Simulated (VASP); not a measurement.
Runs of VASP 6.6.1 on Co. The structure is that of space group P6_3/mmc (No. 194), or close to it. The cells are those of the table. 

```tsv
task	level	potentials or basis	spin	fixed moment (μB)	cell	k mesh	cutoff (eV)	gap on the mesh (eV)	pressure (GPa)	moment (μB)	relaxed volume (Å³/atom)
relaxation of cell and atoms	LDA	VASP PAW LDA potentials, release 64 (Co)	collinear, ferromagnetic start	-	relaxed from a = 2.472, b = 2.472, c = 4.021 Å, angles 90.0, 90.0, 120.0°, 2 atoms	12 × 12 × 7	600	none	-0.1	2.95	9.96
single point	r2SCAN	VASP PAW PBE potentials, release 64 (Co)	collinear, ferromagnetic start	-	a = 2.472, b = 2.472, c = 4.021 Å, angles 90.0, 90.0, 120.0°, 2 atoms	9 × 9 × 5	520	none	-0.2	(c)	-
single point	LDA	VASP PAW LDA potentials, release 64 (Co)	collinear, ferromagnetic start	-	a = 2.472, b = 2.472, c = 4.021 Å, angles 90.0, 90.0, 120.0°, 2 atoms	12 × 12 × 7	520	none	(d)	3.02	-
relaxation of cell and atoms	BLYP+D4	VASP PAW PBE potentials, release 64 (Co)	collinear, ferromagnetic start	-	relaxed from a = 2.472, b = 2.472, c = 4.021 Å, angles 90.0, 90.0, 120.0°, 2 atoms	12 × 12 × 7	600	none	0.0	3.12	(a)
relaxation of cell and atoms	PBEsol	VASP PAW PBE potentials, release 64 (Co)	collinear, ferromagnetic start	-	relaxed from a = 2.472, b = 2.472, c = 4.021 Å, angles 90.0, 90.0, 120.0°, 2 atoms	12 × 12 × 7	600	none	0.1	3.10	10.32
single point	LDA	VASP PAW LDA potentials, release 64 (Co)	collinear, ferromagnetic start	-	a = 2.422, b = 2.422, c = 3.939 Å, angles 90.0, 90.0, 120.0°, 2 atoms	12 × 12 × 7	520	none	-1.1	2.96	-
single point	PBE	VASP PAW PBE potentials, release 64 (Co)	collinear, ferromagnetic start	4.8	a = 2.472, b = 2.472, c = 4.021 Å, angles 90.0, 90.0, 120.0°, 2 atoms	12 × 12 × 7	520	-	(b)	4.80	-
single point	PBE	VASP PAW PBE potentials, release 64 (Co)	off	-	a = 2.472, b = 2.472, c = 4.021 Å, angles 90.0, 90.0, 120.0°, 2 atoms	12 × 12 × 7	520	none	-7.6	-	-
```

Alike in all rows: smearing fermi-dirac 0.05 eV.

Question: Fill in the values left out.

Answer: (a) 10.69; (b) 24.5; (c) 3.50; (d) -15.6.

Caveats: the PAW data sets were made with another functional, which shifts forces and pressure a little (some runs); pairwise dispersion overbinds metals, which lowers pressure and volume (some runs); the total moment is fixed, so each spin has its own Fermi level (some runs).

A gap of «none» marks levels without a gap at the run's occupations.
